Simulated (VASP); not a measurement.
Here is a VASP 6.6.1 calculation.

INCAR

```
ALGO     = Normal         # electronic algorithm
EDIFF    = 1E-7           # SCF threshold, eV
EDIFFG   = -0.02          # ionic threshold
ENCUT    = 520            # plane-wave cutoff, eV
GGA      = PE             # functional
GGA_COMPAT= F            
IBRION   = 2              # ionic algorithm
ISIF     = 2              # what is computed and relaxed
ISMEAR   = 0              # smearing method
LASPH    = T              # aspherical terms in the spheres
LCHARG   = F              # write CHGCAR
LREAL    = F              # projectors in reciprocal space
LWAVE    = F              # write WAVECAR
NELM     = 120            # most SCF steps
NELMIN   = 4            
NSW      = 70             # ionic steps
PREC     = Accurate       # precision mode
SIGMA    = 0.1            # smearing width, eV
```

The input KPOINTS:

```
k-points
0
Gamma
  4 4 4
```

POSCAR

```
Mg
1.0
    4.5221932693      2.2610966347      6.7832899040
    4.5221932693     -2.2610966347     -6.7832899040
   -4.5221932693      6.7832899040     -2.2610966347
Mg
19
Direct
    0.6500000000      0.9500000000      0.1000000000
    0.2500000000      0.7500000000      0.5000000000
    0.1500000000      0.4500000000      0.1000000000
    0.6000000000      0.8000000000      0.4000000000
    0.5000000000      0.5000000000      0.0000000000
    0.9500000000      0.8500000000      0.3000000000
    0.2000000000      0.6000000000      0.8000000000
    0.1000000000      0.3000000000      0.4000000000
    0.5500000000      0.6500000000      0.7000000000
    0.0000000000      0.0000000000      0.0000000000
    0.4500000000      0.3500000000      0.3000000000
    0.9000000000      0.7000000000      0.6000000000
    0.8000000000      0.4000000000      0.2000000000
    0.0500000000      0.1500000000      0.7000000000
    0.4000000000      0.2000000000      0.6000000000
    0.8500000000      0.5500000000      0.9000000000
    0.7500000000      0.2500000000      0.5000000000
    0.3500000000      0.0500000000      0.9000000000
    0.7000000000      0.1000000000      0.8000000000
```

Potentials or basis: VASP PAW PBE potentials, release 64 (Mg).

Command:

```sh
$ cat potpaw_PBE.64/Mg/POTCAR > POTCAR
$ mpirun -np 1 vasp_std > vasp.out
```

Predict the band gap on the k mesh.

zero (bands 19 and 20 overlap by 1.30 eV).

What does it give for the energy gained by relaxing?

0.6 meV/atom.

The path:
```
step  energy change (eV)  largest force (eV/Å)  pressure (GPa)
   1              0.0000                0.0743           -0.53
   2             -0.0031                0.0630           -0.54
   3             -0.0094                0.0294           -0.56
   4             -0.0075                0.0435           -0.59
   5             -0.0109                0.0093           -0.58
```

Caveat: the cell differs from its parent crystal (atoms taken out).
